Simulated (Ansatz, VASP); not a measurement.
## InP: VASP beside Ansatz

```
In P
1.0
     0.00000    2.75025    2.75025
     2.75025    0.00000    2.75025
     2.75025    2.75025    0.00000
In P
1 1
Direct
  0.00000 0.00000 0.00000
  0.50000 0.50000 0.50000
```

Alike in both runs: task single point; functional PBE; k mesh 8 × 8 × 8; occupations fermi-dirac, width 0.05 eV; no spin polarisation.

|  | VASP | Ansatz |
| --- | --- | --- |
| version | VASP 6.6.1 | Ansatz 0.2.0 |
| potentials or method | VASP PAW PBE potentials, release 64 (In_d, P) | Ansatz PAW soft_1 |
| plane-wave cutoff (eV) | 500 | 420 |
| valence electrons in the cell | 18 | 18 |

```csv
,VASP,Ansatz,Ansatz less VASP
gap on the k mesh at the Fermi level (eV),none,none,-
pressure (GPa),1.5,1.5,+0.04
```

A gap of «none» marks a metal or a gap that the smearing closes.
